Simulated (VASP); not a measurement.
# Rh in VASP: relaxation of the atoms with PBE+D3(BJ)

Aim: the relaxation of the atoms of Rh with PBE+D3(BJ).

All numbers are computed with VASP 6.6.1; they aren't measurements. Logs are shortened: lines on timing, memory, paths and dates and some standing lists are left out, and cuts for length are marked.

### 1 The cell of the first run

The cell holds a slab with vacuum, 3 atoms: a = 2.683 Å, b = 2.683 Å, c = 18.381 Å, α = 90.00°, β = 90.00°, γ = 120.00°.

### 2 Relaxation of the atoms, PBE+D3(BJ)

INCAR reads:

```
ALGO = Normal
DIPOL = 0.5 0.5 0.500
EDIFF = 1E-6
EDIFFG = -0.03
ENCUT = 520
GGA = PE
IBRION = 2
IDIPOL = 3
ISIF = 2
ISMEAR = 0
IVDW = 12
LASPH = True
LCHARG = False
LDIPOL = True
LREAL = False
LWAVE = False
NELM = 60
NSW = 70
PREC = Accurate
SIGMA = 0.1
```

KPOINTS reads:

```
k-points
0
Gamma
  12 12 1
```

POSCAR reads:

```
Rh
1.0
    2.6825080231      0.0000000000      0.0000000000
   -1.3412540116      2.3231200939      0.0000000000
    0.0000000000      0.0000000000     18.3805172584
Rh
3
Selective dynamics
Direct
    0.6666666667      0.3333333333      0.3808380309  F F F
    0.3333333333      0.6666666667      0.5000000000  T T T
    0.0000000000      0.0000000000      0.6191619691  T T T
```

Potentials or basis: VASP PAW PBE potentials, release 64 (Rh_pv).

On the command line:

```bash
cat potpaw_PBE.64/Rh_pv/POTCAR > POTCAR
mpirun -np 1 vasp_std > vasp.out
```

OUTCAR:

```text
EDIFF = 1E-6
   EDIFFG = -0.03
   ENCUT = 520
   GGA = PE
   IBRION = 2
   ISIF = 2
   ISMEAR = 0
   IVDW = 12
   LASPH = True
   LREAL = False
   NELM = 60
   NSW = 70
   PREC = Accurate
 IVDW          = 12

 ion  position               nearest neighbor table
   1  0.667  0.333  0.381-   2 2.68   2 2.68   2 2.68
   2  0.333  0.667  0.500-   1 2.68   3 2.68   1 2.68   3 2.68   3 2.68   1 2.68
   3  0.000  0.000  0.619-   2 2.68   2 2.68   2 2.68

  LATTYP: Found a hexagonal cell.
 ALAT       =     2.6825080231
 C/A-ratio  =     6.8519896679

  Lattice vectors:

 A1 = (   2.6825080231,   0.0000000000,   0.0000000000)
 A2 = (  -1.3412540116,   2.3231200939,   0.0000000000)
 A3 = (   0.0000000000,   0.0000000000,  18.3805172584)

Analysis of symmetry for initial positions (statically):
=====================================================================
 Subroutine PRICEL returns:
 Original cell was already a primitive cell.

 Routine SETGRP: Setting up the symmetry group for a
 hexagonal supercell.

 Subroutine GETGRP returns: Found 12 space group operations
 (whereof  6 operations were pure point group operations)
 out of a pool of 24 trial point group operations.

The static configuration has the point symmetry C_3v.
 The point group associated with its full space group is D_3d.

Analysis of symmetry for dynamics (positions and initial velocities):
=====================================================================
 Subroutine PRICEL returns:
 Original cell was already a primitive cell.

 Routine SETGRP: Setting up the symmetry group for a
 hexagonal supercell.

 Subroutine GETGRP returns: Found 12 space group operations
 (whereof  6 operations were pure point group operations)
 out of a pool of 24 trial point group operations.

The dynamic configuration has the point symmetry C_3v.
 The point group associated with its full space group is D_3d.

Analysis of constrained symmetry for selective dynamics:
=====================================================================
 Subroutine PRICEL returns:
 Original cell was already a primitive cell.

 Routine SETGRP: Setting up the symmetry group for a
 hexagonal supercell.

 Subroutine GETGRP returns: Found  6 space group operations
 (whereof  6 operations were pure point group operations)
 out of a pool of 24 trial point group operations.

The constrained configuration has the point symmetry C_3v.

 Subroutine INISYM returns: Found  6 space group operations
 (whereof  6 operations are pure point group operations),
 and found     1 'primitive' translations

----------------------------------------------------------------------------------------

                                     Primitive cell

  volume of cell :     114.5435

  direct lattice vectors                    reciprocal lattice vectors
     2.682508023  0.000000000  0.000000000     0.372785465  0.215227788  0.000000000
    -1.341254012  2.323120094  0.000000000     0.000000000  0.430455577  0.000000000
     0.000000000  0.000000000 18.380517258     0.000000000  0.000000000  0.054405433

  length of vectors
     2.682508023  2.682508023 18.380517258     0.430455577  0.430455577  0.054405433

  position of ions in fractional coordinates (direct lattice)
     0.666666667  0.333333333  0.380838031
     0.333333333  0.666666667  0.500000000
     0.000000000  0.000000000  0.619161969

  ion indices of the primitive-cell ions
   primitive index   ion index
                 1           1
                 2           2
                 3           3

----------------------------------------------------------------------------------------

 KPOINTS: k-points

Automatic generation of k-mesh.
 Grid dimensions read from file:
 generate k-points for:   12   12    1

 Generating k-lattice:

  Cartesian coordinates                     Fractional coordinates (reciprocal lattice)
     0.031065455  0.017935649  0.000000000     0.083333333  0.000000000  0.000000000
     0.000000000  0.035871298  0.000000000     0.000000000  0.083333333  0.000000000
     0.000000000  0.000000000  0.054405433     0.000000000  0.000000000  1.000000000

  Length of vectors
     0.035871298  0.035871298  0.054405433

  Shift w.r.t. Gamma in fractional coordinates (k-lattice)
     0.000000000  0.000000000  0.000000000

 Subroutine IBZKPT returns following result:
 ===========================================

 Found     19 irreducible k-points:

 Following reciprocal coordinates:
            Coordinates               Weight
  0.000000  0.000000  0.000000      1.000000
  0.083333  0.000000  0.000000      6.000000
  0.166667  0.000000  0.000000      6.000000
  0.250000  0.000000  0.000000      6.000000
  0.333333  0.000000  0.000000      6.000000
  0.416667  0.000000  0.000000      6.000000
[... 11 lines left out ...]
  0.333333  0.250000  0.000000     12.000000
  0.333333  0.333333  0.000000      2.000000
   k-points           NKPTS =     19   k-points in BZ     NKDIM =     19   number of bands    NBANDS=     27
   number of dos      NEDOS =    301   number of ions     NIONS =      3
   total plane-waves  NPLWV =  56000
   dimension x,y,z NGX =    20 NGY =   20 NGZ =  140
   dimension x,y,z NGXF=    40 NGYF=   40 NGZF=  280
   ions per type =               3
   NGX,Y,Z   is equivalent  to a cutoff of  12.39, 12.39, 12.66 a.u.
   NGXF,Y,Z  is equivalent  to a cutoff of  24.79, 24.79, 25.33 a.u.
 SYSTEM =  unknown system
   PREC   = accura    normal or accurate (medium, high low for compatibility)
   ISTART =      0    job   : 0-new  1-cont  2-samecut
   ICHARG =      2    charge: 1-file 2-atom 10-const
   ISPIN  =      1    spin polarized calculation?
   LNONCOLLINEAR =      F non collinear calculations
   LSORBIT =      F    spin-orbit coupling
   LASPH  =      T    aspherical Exc in radial PAW
   ENCUT  =  520.0 eV  38.22 Ry    6.18 a.u.   4.99  4.99 34.18*2*pi/ulx,y,z
   NELM   =     60;   NELMIN=  2; NELMDL= -5     # of ELM steps
   EDIFF  = 0.1E-05   stopping-criterion for ELM
   LREAL  =      F    real-space projection
   EDIFFG = -.3E-01   stopping-criterion for IOM
   NSW    =     70    number of steps for IOM
   IBRION =      2    ionic relax: 0-MD 1-quasi-New 2-CG
   NFREE  =      1    steps in history (QN), initial steepest desc. (CG)
   ISIF   =      2    stress and relaxation
   ISYM   =      2    0-nonsym 1-usesym 2-fastsym
   POTIM  = 0.5000    time-step for ionic-motion
   TEBEG  =    0.0;   TEEND  =   0.0 temperature during run
   PSTRESS=    0.0 pullay stress
   NELECT =      45.0000    total number of electrons
   NUPDOWN=      -1.0000    fix difference up-down
   EMIN   =  10.00;   EMAX   =-10.00  energy-range for DOS
   EFERMI =   0.00;   METHOD = LEGACY
   ISMEAR =     0;   SIGMA  =   0.10  broadening in eV -4-tet -1-fermi 0-gaus
   EFERMI_NEDOS =   21; number of points for ismear=-14 and -15
   IALGO  =     38    algorithm
   IMIX   =      4    mixing-type and parameters
     AMIX     =   0.40;   BMIX     =  1.00
     AMIX_MAG =   1.60;   BMIX_MAG =  1.00
  volume/ion in A,a.u.               =      38.18       257.66
  Fermi-wavevector in a.u.,A,eV,Ry     =   1.199008  2.265797 19.560020  1.437621
  Thomas-Fermi vector in A             =   2.334882
   LORBIT       =      0    0 simple, 1 ext, 2 COOP (PROOUT), +10 PAW based schemes
   GGA     = PE    functional components
   LHFCALC =     F    Hartree Fock is set to
   AEXX    =    0.0000 exact exchange contribution
   IVDW    =    12    specifies the selected vdW correction
   LEPSILON=     F    determine dielectric tensor
   LRPA    =     F    only Hartree local field effects (RPA)
 conjugate gradient relaxation of ions
 non-spin polarized calculation
 Gauss-broadening in eV      SIGMA  =   0.10
  energy-cutoff  :      520.00
  volume of cell :      114.54
 maximum number of plane-waves:      3123
 NGX is ok and might be reduce to    20
   NGX =  9   NGY =  9   NGZ = 69

--------------------------------------- Ionic step        1  -------------------------------------------

 number of electron      45.0000002 magnetization

 Free energy of the ion-electron system (eV)
  ---------------------------------------------------
  ext. energy  EPLUGINS =         0.00000000
  ---------------------------------------------------
  free energy    TOTEN  =       -20.20266311 eV

  energy without entropy =      -20.17365989  energy(sigma->0) =      -20.18816150

------------------------ aborting loop because EDIFF is reached ----------------------------------------

 Edisp (eV)   -1.28991

 E8    (eV) :    -0.6056

  FORCE on cell =-STRESS in cart. coord.  units (eV):
  Direction    XX          YY          ZZ          XY          YZ          ZX
  --------------------------------------------------------------------------------------
  -------------------------------------------------------------------------------------
  Total      -2.17256    -2.17256    -1.63884     0.00000    -0.00000     0.00000
  in kB     -30.38870   -30.38870   -22.92329     0.00000    -0.00000     0.00000
  external pressure =      -27.90 kB  Pullay stress =        0.00 kB
[... 141 lines left out ...]
  FREE ENERGIE OF THE ION-ELECTRON SYSTEM (eV)
  ---------------------------------------------------
  free  energy   TOTEN  =       -21.5052832614 eV

  energy  without entropy=      -21.4784484600  energy(sigma->0) =      -21.49186586

 dipolmoment           0.000000      0.000000      0.000340 electrons x Angstroem

--------------------------------------- Ionic step        5  -------------------------------------------

 number of electron      45.0000005 magnetization

 dipolmoment           0.000000      0.000000     -0.000178 electrons x Angstroem

 Free energy of the ion-electron system (eV)
  ---------------------------------------------------
  ext. energy  EPLUGINS =         0.00000000
  ---------------------------------------------------
  free energy    TOTEN  =       -20.20648399 eV

  energy without entropy =      -20.18036541  energy(sigma->0) =      -20.19342470

 E-fermi :   1.0518     XC(G=0):  -6.0159

 val. band max:        1.0466867927   @ k =   0.4167   0.0000   0.0000
 cond. band min:       1.0598650210   @ k =   0.1667   0.0833   0.0000
 fundamental gap:      0.0131782283
 Fermi energy:         1.0518351854

 k-point     1 :       0.0000    0.0000    0.0000
  band No.  band energies     occupation
      1     -46.0000      2.00000
      2     -45.5302      2.00000
      3     -45.5302      2.00000
      4     -45.2598      2.00000
      5     -45.1383      2.00000
      6     -45.0534      2.00000
[... 559 lines left out ...]
     26       8.3255      0.00000
     27       8.5447      0.00000

------------------------ aborting loop because EDIFF is reached ----------------------------------------

 vacuum level on the upper side and lower side of the slab       (xc-potential included)        -0.013        -0.007

 Edisp (eV)   -1.30190

 E8    (eV) :    -0.6118

  FORCE on cell =-STRESS in cart. coord.  units (eV):
  Direction    XX          YY          ZZ          XY          YZ          ZX
  --------------------------------------------------------------------------------------
  -------------------------------------------------------------------------------------
  Total      -1.64450    -1.64450    -0.17344     0.00000     0.00000     0.00000
  in kB     -23.00247   -23.00247    -2.42601     0.00000     0.00000     0.00000
  external pressure =      -16.14 kB  Pullay stress =        0.00 kB
[... 18 lines left out ...]
  FREE ENERGIE OF THE ION-ELECTRON SYSTEM (eV)
  ---------------------------------------------------
  free  energy   TOTEN  =       -21.5083873364 eV

  energy  without entropy=      -21.4822687528  energy(sigma->0) =      -21.49532804

 reached required accuracy - stopping structural energy minimisation

 vacuum level on the upper side and lower side of the slab         6.147         6.151
```

Wall time 3.9 min (1 thread of Intel Xeon Platinum 8259CL at 2.50GHz (Skylake/Cascade Lake), shared host); peak memory 0.26 GiB.

What came out:

- Free energy: -21.5084 eV
- Energy gained by relaxing: 5.3 meV/atom
- Ionic steps: 5
- Band gap on the k mesh: zero (an odd number of electrons rules out a gap without spin polarisation)
- Dispersion energy per atom: -0.434 eV

Step by step:
| step | energy change (eV) | largest force on free atoms (eV/Å) | pressure (GPa) |
| --- | --- | --- | --- |
| 1 | 0.0000 | 0.3649 | -2.79 |
| 2 | -0.0053 | 0.2323 | -2.54 |
| 3 | -0.0086 | 0.3236 | -2.11 |
| 4 | -0.0127 | 0.2117 | -1.93 |
| 5 | -0.0158 | 0.0200 | -1.61 |

Final structure:
```
Rh
1.0
     2.68251    0.00000    0.00000
    -1.34125    2.32312    0.00000
     0.00000    0.00000   18.38052
Rh
3
Direct
  0.66667 0.33333 0.38084
  0.33333 0.66667 0.49795
  0.00000 0.00000 0.61492
```

Levels at points of the mesh, in eV from the Fermi level:
```
           k point  band 21  band 22  band 23  band 24  band 25  band 26
(0.00, 0.00, 0.00)    -0.97    -0.97    -0.35    -0.35    -0.32     0.43
(0.50, 0.00, 0.00)     0.28     0.58     1.02     1.08     2.03     3.98
```
